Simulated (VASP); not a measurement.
# C2H6 in VASP: single point with PBE+D3(BJ)

Aim: the single point of C2H6 with PBE+D3(BJ).

All numbers are computed with VASP 6.6.1; they aren't measurements. Logs are shortened: lines on timing, memory, paths and dates and some standing lists are left out, and cuts for length are marked.

### Step 1. The cell of the first run

The cell holds a molecule in a box, 8 atoms: a = 6.069 Å, b = 6.069 Å, c = 26.466 Å, α = 90.00°, β = 90.00°, γ = 120.00°.

### Step 2. Single point, PBE+D3(BJ)

Contents of INCAR:

```
PREC = Accurate ; ENCUT = 520
EDIFF = 1E-6 ; ISMEAR = 0
SIGMA = 0.1 ; LREAL = False
LASPH = True ; NELM = 60
ALGO = Normal ; ISIF = 2
LWAVE = False ; LCHARG = False
LDIPOL = True ; IDIPOL = 3
DIPOL = 0.5 0.5 0.632 ; GGA = PE
IVDW = 12 ; NBANDS = 17
```

Contents of KPOINTS:

```
Automatic mesh
0
Gamma
  4 4 1
```

Contents of POSCAR:

```
H3C
1.0
    6.0686302345      0.0000000000      0.0000000000
   -3.0343151173      5.2555879493      0.0000000000
    0.0000000000      0.0000000000     26.4657697968
C H
2 6
Direct
    0.1670255282      0.8337013442      0.6598217794
    0.1662640402      0.8330019304      0.6020618867
    0.0684989064      0.6376295374      0.6741150895
    0.0698895393      0.9328293768      0.6740163188
    0.3635707917      0.9314030999      0.6738454270
    0.2730158160      0.7261155496      0.5907933429
    0.2732066015      1.0466854405      0.5907816870
   -0.0472629259      0.7263854951      0.5908861497
```

Potentials or basis: VASP PAW PBE potentials, release 64 (C, H).

Launch:

```console
cat potpaw_PBE.64/C/POTCAR potpaw_PBE.64/H/POTCAR > POTCAR
mpirun -np 1 vasp_std > vasp.out
```

OUTCAR:

```text
PREC = Accurate
   ENCUT = 520
   EDIFF = 1E-6
   ISMEAR = 0
   LREAL = False
   LASPH = True
   NELM = 60
   ISIF = 2
   GGA = PE
   IVDW = 12
 IVDW          = 12

 ion  position               nearest neighbor table
   1  0.167  0.834  0.660-   5 1.10   3 1.10   4 1.10   2 1.53
   2  0.166  0.833  0.602-   8 1.16   6 1.16   7 1.16   1 1.53
   3  0.068  0.638  0.674-   1 1.10
   4  0.070  0.933  0.674-   1 1.10
   5  0.364  0.931  0.674-   1 1.10
   6  0.273  0.726  0.591-   2 1.16
   7  0.273  0.047  0.591-   2 1.16
   8  0.953  0.726  0.591-   2 1.16

  LATTYP: Found a hexagonal cell.
 ALAT       =     6.0686302345
 C/A-ratio  =     4.3610779985

  Lattice vectors:

 A1 = (   6.0686302345,   0.0000000000,   0.0000000000)
 A2 = (  -3.0343151173,   5.2555879493,   0.0000000000)
 A3 = (   0.0000000000,   0.0000000000,  26.4657697968)

Analysis of symmetry for initial positions (statically):
=====================================================================
 Subroutine PRICEL returns:
 Original cell was already a primitive cell.

 Routine SETGRP: Setting up the symmetry group for a
 hexagonal supercell.

 Subroutine GETGRP returns: Found  1 space group operations
 (whereof  1 operations were pure point group operations)
 out of a pool of 24 trial point group operations.

The static configuration has the point symmetry C_1 .

Analysis of symmetry for dynamics (positions and initial velocities):
=====================================================================
 Subroutine PRICEL returns:
 Original cell was already a primitive cell.

 Routine SETGRP: Setting up the symmetry group for a
 hexagonal supercell.

 Subroutine GETGRP returns: Found  1 space group operations
 (whereof  1 operations were pure point group operations)
 out of a pool of 24 trial point group operations.

The dynamic configuration has the point symmetry C_1 .

 Subroutine INISYM returns: Found  1 space group operations
 (whereof  1 operations are pure point group operations),
 and found     1 'primitive' translations

----------------------------------------------------------------------------------------

                                     Primitive cell

  volume of cell :     844.1051

  direct lattice vectors                    reciprocal lattice vectors
     6.068630234  0.000000000  0.000000000     0.164781831  0.095136834  0.000000000
    -3.034315117  5.255587949  0.000000000     0.000000000  0.190273669  0.000000000
     0.000000000  0.000000000 26.465769797     0.000000000  0.000000000  0.037784656

  length of vectors
     6.068630234  6.068630235 26.465769797     0.190273669  0.190273669  0.037784656

  position of ions in fractional coordinates (direct lattice)
     0.167025528  0.833701344  0.659821779
[... 95 lines left out ...]
     AMIX_MAG =   1.60;   BMIX_MAG =  1.00
  volume/ion in A,a.u.               =     105.51       712.04
  Fermi-wavevector in a.u.,A,eV,Ry     =   0.417496  0.788952  2.371532  0.174303
  Thomas-Fermi vector in A             =   1.377780
   LORBIT       =      0    0 simple, 1 ext, 2 COOP (PROOUT), +10 PAW based schemes
   GGA     = PE    functional components
   LHFCALC =     F    Hartree Fock is set to
   AEXX    =    0.0000 exact exchange contribution
   IVDW    =    12    specifies the selected vdW correction
   LEPSILON=     F    determine dielectric tensor
   LRPA    =     F    only Hartree local field effects (RPA)
 non-spin polarized calculation
 Gauss-broadening in eV      SIGMA  =   0.10
  energy-cutoff  :      520.00
  volume of cell :      844.11
 maximum number of plane-waves:     22767
 NGX is ok and might be reduce to    48
   NGX = 23   NGY = 23   NGZ = 99

 number of electron      14.0000000 magnetization

 dipolmoment           0.000000      0.000000     -0.023798 electrons x Angstroem

 Free energy of the ion-electron system (eV)
  ---------------------------------------------------
  ext. energy  EPLUGINS =         0.00000000
  ---------------------------------------------------
  free energy    TOTEN  =       -40.18035297 eV

  energy without entropy =      -40.18035297  energy(sigma->0) =      -40.18035297

 E-fermi :  -7.3784     XC(G=0):  -1.0165

 val. band max:       -7.8665293065   @ k =   0.0000   0.0000   0.0000
 cond. band min:      -1.2686303791   @ k =   0.0000   0.0000   0.0000
 fundamental gap:      6.5978989274
 Fermi energy:        -7.3783562133

 k-point     1 :       0.0000    0.0000    0.0000
  band No.  band energies     occupation
      1     -18.3516      2.00000
      2     -14.3739      2.00000
      3     -10.4197      2.00000
      4     -10.4174      2.00000
      5      -8.2396      2.00000
      6      -7.8700      2.00000
[... 177 lines left out ...]
      4     -10.4371      2.00000
      5      -8.2213      2.00000
      6      -7.9049      2.00000
[... 9 lines left out ...]
     16       2.0242      0.00000
     17       2.5204      0.00000

------------------------ aborting loop because EDIFF is reached ----------------------------------------

 vacuum level on the upper side and lower side of the slab       (xc-potential included)        -0.071         0.062

 Edisp (eV)   -0.10811

 E8    (eV) :    -0.0257

  FORCE on cell =-STRESS in cart. coord.  units (eV):
  Direction    XX          YY          ZZ          XY          YZ          ZX
  --------------------------------------------------------------------------------------
  -------------------------------------------------------------------------------------
  Total      -3.35477    -3.37367     1.35184     0.01417     0.00533     0.01732
  in kB      -6.36761    -6.40348     2.56591     0.02689     0.01012     0.03287
  external pressure =       -3.40 kB  Pullay stress =        0.00 kB

 VOLUME and BASIS-vectors are now :
 -----------------------------------------------------------------------------
  energy-cutoff  :      520.00
  volume of cell :      844.11
      direct lattice vectors                 reciprocal lattice vectors
     6.068630234  0.000000000  0.000000000     0.164781831  0.095136834  0.000000000
    -3.034315117  5.255587949  0.000000000     0.000000000  0.190273669  0.000000000
     0.000000000  0.000000000 26.465769797     0.000000000  0.000000000  0.037784656

 POSITION                                       TOTAL-FORCE (eV/Angst)
 -----------------------------------------------------------------------------------
     -1.51610      4.38159     17.46269         0.001228     -0.001465      0.053980
     -1.51860      4.37791     15.93403         0.020734      0.026740      0.107245
     -1.51907      3.35112     17.84097        -0.000388      0.024125      0.198612
     -2.40636      4.90257     17.83836         0.020500     -0.015350      0.197201
     -0.61979      4.89507     17.83384        -0.017887     -0.010078      0.203577
     -0.54643      3.81616     15.63580        -1.626489      0.934720     -0.248828
      1.51633      0.24536     15.63549        -0.002156     -1.882197     -0.253185
      3.57773      3.81758     15.63826         1.604458      0.923505     -0.258603
 -----------------------------------------------------------------------------------
    total drift:                                0.000006      0.000014     -0.000098

  FREE ENERGIE OF THE ION-ELECTRON SYSTEM (eV)
  ---------------------------------------------------
  free  energy   TOTEN  =       -40.2884621137 eV

  energy  without entropy=      -40.2884621137  energy(sigma->0) =      -40.28846211

 vacuum level on the upper side and lower side of the slab         0.232         0.367
```

Run time: 4.9 min. Hardware: 1 thread of AMD EPYC 7R13 (Zen 3), shared host; peak memory 0.9 GiB.

What came out:

```yaml
Free_energy: -40.2885 eV
Largest_force: 1.899 eV/Å
Gap_between_the_frontier_levels: 6.60 eV, direct
Dispersion_energy_per_atom: -0.014 eV
```

Forces on the atoms (eV/Å):
```
C    0.001 -0.001  0.054
C    0.021  0.027  0.107
H    0.000  0.024  0.199
H    0.021 -0.015  0.197
H   -0.018 -0.010  0.204
H   -1.626  0.935 -0.249
H   -0.002 -1.882 -0.253
H    1.604  0.924 -0.259
```
